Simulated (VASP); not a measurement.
# MgH2 (Immm) in VASP: single point with PBE

Aim: the single point of MgH2 with PBE.

All numbers are computed with VASP 6.6.1; they aren't measurements. Logs are shortened: lines on timing, memory, paths and dates and some standing lists are left out, and cuts for length are marked.

### Step 1. The cell of the first run

The typed cell holds 3 atoms: a = 3.796 Å, b = 3.796 Å, c = 3.796 Å, α = 121.69°, β = 121.60°, γ = 87.17°.

### Step 2. Single point, PBE

File INCAR:

```
PREC     = Accurate       # precision mode
ENCUT    = 600            # plane-wave cutoff, eV
EDIFF    = 1E-6           # SCF threshold, eV
ISMEAR   = 0              # smearing method
SIGMA    = 0.15           # smearing width, eV
LREAL    = False          # projectors in reciprocal space
LASPH    = True           # aspherical terms in the spheres
NELM     = 120            # most SCF steps
ALGO     = Normal         # electronic algorithm
ISIF     = 2              # what is computed and relaxed
LWAVE    = False          # write WAVECAR
LCHARG   = True           # write CHGCAR
GGA      = PE             # functional
LELF     = True           # ELF
LVHAR    = True         
NBANDS   = 9              # bands
GGA_COMPAT= False
```

File KPOINTS:

```
regular mesh
0
Gamma
  5 5 5
```

File POSCAR:

```
MgH2
1.0
   -1.8491920234      1.8518060463      2.7493974198
    1.8491920234     -1.8518060463      2.7493974198
    1.8491920234      1.8518060463     -2.7493974198
Mg H
1 2
Direct
    0.0000000000      0.5000000000      0.5000000000
    0.0000000000      0.0000000000      0.0000000000
    0.5000000000      0.5000000000      0.0000000000
```

Potentials or basis: VASP PAW PBE potentials, release 64 (Mg, H).

The run is started by

```bash
$ cat potpaw_PBE.64/Mg/POTCAR potpaw_PBE.64/H/POTCAR > POTCAR
$ mpirun -np 1 vasp_std > vasp.out
```

OUTCAR:

```text
PREC = Accurate
   ENCUT = 600
   EDIFF = 1E-6
   ISMEAR = 0
   LREAL = False
   LASPH = True
   NELM = 120
   ISIF = 2
   GGA = PE

 ion  position               nearest neighbor table
   1  0.000  0.500  0.500-   2 1.85   2 1.85   3 1.85   3 1.85
   2  0.000  0.000  0.000-   1 1.85   1 1.85
   3  0.500  0.500  0.000-   1 1.85   1 1.85

  LATTYP: Found a body centered orthorhombic cell.
 ALAT       =     3.6983840468
 B/A-ratio  =     1.0014136027
 C/A-ratio  =     1.4868101230

  Lattice vectors:

 A1 = (  -1.8491920234,   1.8518060463,   2.7493974198)
 A2 = (   1.8491920234,  -1.8518060463,   2.7493974198)
 A3 = (   1.8491920234,   1.8518060463,  -2.7493974198)

Analysis of symmetry for initial positions (statically):
=====================================================================
 Subroutine PRICEL returns:
 Original cell was already a primitive cell.

 Routine SETGRP: Setting up the symmetry group for a
 body centered orthorhombic supercell.

 Subroutine GETGRP returns: Found  8 space group operations
 (whereof  8 operations were pure point group operations)
 out of a pool of  8 trial point group operations.

The static configuration has the point symmetry D_2h.

Analysis of symmetry for dynamics (positions and initial velocities):
=====================================================================
 Subroutine PRICEL returns:
 Original cell was already a primitive cell.

 Routine SETGRP: Setting up the symmetry group for a
 body centered orthorhombic supercell.

 Subroutine GETGRP returns: Found  8 space group operations
 (whereof  8 operations were pure point group operations)
 out of a pool of  8 trial point group operations.

The dynamic configuration has the point symmetry D_2h.

 Subroutine INISYM returns: Found  8 space group operations
 (whereof  8 operations are pure point group operations),
 and found     1 'primitive' translations

----------------------------------------------------------------------------------------

                                     Primitive cell

  volume of cell :      37.6595

  direct lattice vectors                    reciprocal lattice vectors
    -1.849192023  1.851806046  2.749397420     0.000000000  0.270006679  0.181858031
     1.849192023 -1.851806046  2.749397420     0.270388361  0.000000000  0.181858031
     1.849192023  1.851806046 -2.749397420     0.270388361  0.270006679  0.000000000

  length of vectors
     3.795771719  3.795771719  3.795771719     0.325539475  0.325856117  0.382117092

  position of ions in fractional coordinates (direct lattice)
     0.000000000  0.500000000  0.500000000
     0.000000000  0.000000000  0.000000000
     0.500000000  0.500000000  0.000000000

  ion indices of the primitive-cell ions
   primitive index   ion index
                 1           1
                 2           2
                 3           3

----------------------------------------------------------------------------------------

 KPOINTS: regular mesh

Automatic generation of k-mesh.
 Grid dimensions read from file:
 generate k-points for:    5    5    5

 Generating k-lattice:

  Cartesian coordinates                     Fractional coordinates (reciprocal lattice)
     0.000000000  0.054001336  0.036371606     0.200000000 -0.000000000  0.000000000
     0.054077672  0.000000000  0.036371606     0.000000000  0.200000000  0.000000000
     0.054077672  0.054001336  0.000000000     0.000000000 -0.000000000  0.200000000

  Length of vectors
     0.065107895  0.065171223  0.076423418

  Shift w.r.t. Gamma in fractional coordinates (k-lattice)
     0.000000000  0.000000000  0.000000000

 Subroutine IBZKPT returns following result:
 ===========================================

 Found     27 irreducible k-points:

 Following reciprocal coordinates:
            Coordinates               Weight
  0.000000  0.000000  0.000000      1.000000
  0.200000 -0.000000  0.000000      4.000000
  0.400000 -0.000000  0.000000      4.000000
 -0.000000  0.200000  0.000000      4.000000
  0.200000  0.200000  0.000000      8.000000
  0.400000  0.200000  0.000000      8.000000
[... 16 lines left out ...]
 -0.400000 -0.200000  0.200000      4.000000
 -0.200000 -0.200000  0.200000      2.000000
 [... further k-points ...]
   k-points           NKPTS =     27   k-points in BZ     NKDIM =     27   number of bands    NBANDS=      9
   number of dos      NEDOS =    301   number of ions     NIONS =      3
   total plane-waves  NPLWV =  27000
   dimension x,y,z NGX =    30 NGY =   30 NGZ =   30
   dimension x,y,z NGXF=    60 NGYF=   60 NGZF=   60
   ions per type =               1   2
   NGX,Y,Z   is equivalent  to a cutoff of  13.14, 13.14, 13.14 a.u.
   NGXF,Y,Z  is equivalent  to a cutoff of  26.28, 26.28, 26.28 a.u.
 SYSTEM =  unknown system
   PREC   = accura    normal or accurate (medium, high low for compatibility)
   ISTART =      0    job   : 0-new  1-cont  2-samecut
   ICHARG =      2    charge: 1-file 2-atom 10-const
   ISPIN  =      1    spin polarized calculation?
   LNONCOLLINEAR =      F non collinear calculations
   LSORBIT =      F    spin-orbit coupling
   LASPH  =      T    aspherical Exc in radial PAW
   ENCUT  =  600.0 eV  44.10 Ry    6.64 a.u.   7.58  7.58  7.58*2*pi/ulx,y,z
   NELM   =    120;   NELMIN=  2; NELMDL= -5     # of ELM steps
   EDIFF  = 0.1E-05   stopping-criterion for ELM
   LREAL  =      F    real-space projection
   EDIFFG = 0.1E-04   stopping-criterion for IOM
   NSW    =      0    number of steps for IOM
   IBRION =     -1    ionic relax: 0-MD 1-quasi-New 2-CG
   NFREE  =      0    steps in history (QN), initial steepest desc. (CG)
   ISIF   =      2    stress and relaxation
   ISYM   =      2    0-nonsym 1-usesym 2-fastsym
   POTIM  = 0.5000    time-step for ionic-motion
   TEBEG  =    0.0;   TEEND  =   0.0 temperature during run
   PSTRESS=    0.0 pullay stress
   NELECT =       4.0000    total number of electrons
   NUPDOWN=      -1.0000    fix difference up-down
   EMIN   =  10.00;   EMAX   =-10.00  energy-range for DOS
   EFERMI =   0.00;   METHOD = LEGACY
   ISMEAR =     0;   SIGMA  =   0.15  broadening in eV -4-tet -1-fermi 0-gaus
   EFERMI_NEDOS =   21; number of points for ismear=-14 and -15
   IALGO  =     38    algorithm
   IMIX   =      4    mixing-type and parameters
     AMIX     =   0.40;   BMIX     =  1.00
     AMIX_MAG =   1.60;   BMIX_MAG =  1.00
  volume/ion in A,a.u.               =      12.55        84.71
  Fermi-wavevector in a.u.,A,eV,Ry     =   0.775300  1.465105  8.178329  0.601090
  Thomas-Fermi vector in A             =   1.877538
   LORBIT       =      0    0 simple, 1 ext, 2 COOP (PROOUT), +10 PAW based schemes
   GGA     = PE    functional components
   LHFCALC =     F    Hartree Fock is set to
   AEXX    =    0.0000 exact exchange contribution
   IVDW    =     0    specifies the selected vdW correction
   LEPSILON=     F    determine dielectric tensor
   LRPA    =     F    only Hartree local field effects (RPA)
 non-spin polarized calculation
 Gauss-broadening in eV      SIGMA  =   0.15
  energy-cutoff  :      600.00
  volume of cell :       37.66
 maximum number of plane-waves:      1291
 NGX is ok and might be reduce to    30
   NGX = 15   NGY = 15   NGZ = 15

 number of electron       4.0000001 magnetization

 Free energy of the ion-electron system (eV)
  ---------------------------------------------------
  ext. energy  EPLUGINS =         0.00000000
  ---------------------------------------------------
  free energy    TOTEN  =        -7.95018158 eV

  energy without entropy =       -7.95012191  energy(sigma->0) =       -7.95015175

 E-fermi :   0.8518     XC(G=0):  -7.6119

 val. band max:        0.5837867577   @ k =   0.0000   0.0000   0.0000
 cond. band min:       1.1673950871   @ k =   0.4000  -0.4000   0.4000
 fundamental gap:      0.5836083294
 Fermi energy:         0.8518188990

 k-point     1 :       0.0000    0.0000    0.0000
  band No.  band energies     occupation
      1      -6.7254      2.00000
      2       0.5838      1.98850
      3       8.8411      0.00000
      4       9.2874      0.00000
      5       9.3130      0.00000
      6      10.8783      0.00000
      7      10.9579      0.00000
      8      10.9845      0.00000
      9      11.3435      0.00000

 k-point     2 :       0.2000   -0.0000    0.0000
  band No.  band energies     occupation
      1      -6.1671      2.00000
      2      -0.1688      2.00000
      3       7.0560      0.00000
      4       7.5479      0.00000
      5       8.7139      0.00000
      6       9.7654      0.00000
      7      11.7933      0.00000
      8      12.0373      0.00000
      9      13.1312      0.00000

 k-point     3 :       0.4000   -0.0000    0.0000
  band No.  band energies     occupation
      1      -4.5732      2.00000
      2      -2.2423      2.00000
      3       5.6275      0.00000
      4       6.0503      0.00000
      5       8.5986      0.00000
      6       9.7849      0.00000
      7      10.1653      0.00000
      8      11.1014      0.00000
      9      14.7712      0.00000

 k-point     4 :      -0.0000    0.2000    0.0000
  band No.  band energies     occupation
      1      -6.1659      2.00000
      2      -0.1658      2.00000
      3       7.0692      0.00000
      4       7.5470      0.00000
      5       8.6889      0.00000
      6       9.7755      0.00000
      7      11.7789      0.00000
      8      12.0233      0.00000
      9      13.0969      0.00000

 k-point     5 :       0.2000    0.2000    0.0000
  band No.  band energies     occupation
      1      -5.3001      2.00000
      2      -1.0066      2.00000
      3       4.9630      0.00000
      4       5.7778      0.00000
      5       8.6960      0.00000
      6       9.7815      0.00000
      7      11.6141      0.00000
      8      11.7183      0.00000
      9      14.4408      0.00000

 k-point     6 :       0.4000    0.2000    0.0000
  band No.  band energies     occupation
      1      -3.5370      2.00000
      2      -2.7370      2.00000
      3       3.7950      0.00000
      4       4.6277      0.00000
      5       7.9361      0.00000
      6       9.4876      0.00000
      7      12.5289      0.00000
      8      13.9012      0.00000
      9      14.8832      0.00000
[... 169 lines left out ...]
 k-point    21 :       0.2000   -0.2000    0.2000
  band No.  band energies     occupation
      1      -5.2091      2.00000
      2      -1.2069      2.00000
      3       4.4791      0.00000
      4       6.7347      0.00000
      5       8.9839      0.00000
      6      10.1372      0.00000
      7      11.2860      0.00000
      8      12.5857      0.00000
      9      12.6690      0.00000

 k-point    22 :       0.4000   -0.2000    0.2000
  band No.  band energies     occupation
      1      -3.4067      2.00000
      2      -2.9552      2.00000
      3       3.1032      0.00000
      4       5.4904      0.00000
      5       7.3498      0.00000
      6      11.3639      0.00000
      7      12.0520      0.00000
      8      13.8243      0.00000
      9      15.1127      0.00000

 k-point    23 :      -0.4000   -0.2000    0.2000
  band No.  band energies     occupation
      1      -4.9089      2.00000
      2      -1.2220      2.00000
      3       3.7163      0.00000
      4       5.6001      0.00000
      5       6.7189      0.00000
      6      11.1630      0.00000
      7      13.0176      0.00000
      8      13.5784      0.00000
      9      13.6825      0.00000

 k-point    24 :      -0.2000   -0.2000    0.2000
  band No.  band energies     occupation
      1      -6.0573      2.00000
      2      -0.0263      2.00000
      3       5.6055      0.00000
      4       7.1733      0.00000
      5       7.2006      0.00000
      6       9.6860      0.00000
      7      13.4484      0.00000
      8      14.2525      0.00000
      9      14.2728      0.00000

 [... further k-points ...]

------------------------ aborting loop because EDIFF is reached ----------------------------------------

  FORCE on cell =-STRESS in cart. coord.  units (eV):
  Direction    XX          YY          ZZ          XY          YZ          ZX
  --------------------------------------------------------------------------------------
  -------------------------------------------------------------------------------------
  Total        0.0068414     -0.0198991      0.0870656     -0.0000000      0.0000000      0.0000000
  in kB        0.2910592     -0.8465810      3.7040959     -0.0000000      0.0000000      0.0000000
  external PRESSURE =       1.0495247 kB  Pullay stress =       0.0000000 kB

 VOLUME and BASIS-vectors are now :
 -----------------------------------------------------------------------------
  energy-cutoff  :      600.00
  volume of cell :       37.66
      direct lattice vectors                 reciprocal lattice vectors
    -1.849192023  1.851806046  2.749397420     0.000000000  0.270006679  0.181858031
     1.849192023 -1.851806046  2.749397420     0.270388361  0.000000000  0.181858031
     1.849192023  1.851806046 -2.749397420     0.270388361  0.270006679  0.000000000

 POSITION                                       TOTAL-FORCE (eV/Angst)
 -----------------------------------------------------------------------------------
      1.84919      0.00000      0.00000         0.000000     -0.000000     -0.000000
      0.00000      0.00000      0.00000         0.000000      0.000000     -0.000000
      0.00000      0.00000      2.74940        -0.000000     -0.000000      0.000000
 -----------------------------------------------------------------------------------
    total drift:                                0.000000     -0.000000      0.000000

  FREE ENERGIE OF THE ION-ELECTRON SYSTEM (eV)
  ---------------------------------------------------
  free  energy   TOTEN  =        -7.9501815773 eV

  energy  without entropy=       -7.9501219147  energy(sigma->0) =       -7.95015175
```

Wall time 12 s (1 thread of Intel Xeon Platinum 8488C (Sapphire Rapids), shared host); peak memory 0.17 GiB.

What came out:

```
Free energy            : -7.9502 eV
Pressure               : 0.1 GPa
Band gap on the k mesh : 0.58 eV, indirect (least direct gap 2.36 eV)
```

Stress tensor (GPa, compression positive):
```
 0.03  0.00  0.00
 0.00 -0.08  0.00
 0.00  0.00  0.37
```

Levels at points of the mesh, in eV from the valence-band top:
| k point | band 1 | band 2 | band 3 | band 4 | band 5 |
| --- | --- | --- | --- | --- | --- |
| (0.00, 0.00, 0.00) | -7.31 | 0.00 | 8.26 | 8.70 | 8.73 |

Caveat: the k points lie up to 0.48 Å⁻¹ apart.
